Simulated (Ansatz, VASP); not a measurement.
Two plane-wave programs on Al2Au

File POSCAR:

```
Al2Au
1.0
    0.0000000000      2.9594544892      2.9594544892
    2.9594544892      0.0000000000      2.9594544892
    2.9594544892      2.9594544892      0.0000000000
Au Al
1 2
Direct
    0.0000000000      0.0000000000      0.0000000000
    0.7500000000      0.7500000000      0.7500000000
    0.2500000000      0.2500000000      0.2500000000
```

INCAR.step1

```
SYSTEM = Al2Au
  PREC = Accurate
  ENCUT = 520
  ISMEAR = -1
  SIGMA = 0.05
  LREAL = .False.
  LASPH = .True.
  NELM = 100
  NBANDS = 16
  GGA = PE
  ALGO = Normal
  EDIFF = 1E-4
  LWAVE = .True.
  LCHARG = .False.
```

The input INCAR.step2:

```
SYSTEM = Al2Au
  PREC = Accurate
  ENCUT = 520
  EDIFF = 1E-6
  ISMEAR = -1
  SIGMA = 0.05
  LREAL = .False.
  LASPH = .True.
  NELM = 100
  ALGO = Normal
  ISIF = 2
  LWAVE = .False.
  LCHARG = .True.
  METAGGA = R2SCAN
  LMIXTAU = .True.
  LELF = .True.
  LVHAR = .True.
  NBANDS = 16
  ISTART = 1
```

KPOINTS

```
Automatic mesh
0
Gamma
  8 8 8
  0 0 0
```

File input.yaml:

```yaml
crystal:
  lattice:
    - [0.0, 2.9594544892, 2.9594544892]
    - [2.9594544892, 0.0, 2.9594544892]
    - [2.9594544892, 2.9594544892, 0.0]
  atoms:
    - { symbol: Au, position: [0.0, 0.0, 0.0] }
    - { symbol: Al, position: [0.75, 0.75, 0.75] }
    - { symbol: Al, position: [0.25, 0.25, 0.25] }
hamiltonian:
  xc: r2scan
  pseudopotentials: { kind: paw }
kpoints:
  mp_grid: { grid: [8, 8, 8] }
scf:
  occupations: { method: fermi_dirac, width: 0.05 }
output:
  forces: true
  stress: true
  eigenvalues: true
```

Alike in both runs: task single point; functional r2SCAN; k mesh 8 × 8 × 8; occupations fermi-dirac, width 0.05 eV; no spin polarisation.

|  | VASP | Ansatz |
| --- | --- | --- |
| version | VASP 6.6.1 | Ansatz 0.2.0 |
| potentials or method | VASP PAW PBE potentials, release 64 (Au, Al) | Ansatz PAW |
| plane-wave cutoff (eV) | 520 | 500 |
| valence electrons in the cell | 17 | 25 |

Ansatz gave:

```
gap on the k mesh at the Fermi level (eV) : none
pressure (GPa)                            : 5.9
```

Estimate VASP's values.

gap on the k mesh at the Fermi level (eV): none; pressure (GPa): 5.5.

VASP's potentials were made for PBE, not for r2SCAN. A gap of «none» marks a metal or a gap that the smearing closes. VASP's potentials hold 17 valence electrons a cell and Ansatz's 25, so a difference there can come from the potentials and not from the codes.

Spin-orbit coupling is off throughout.
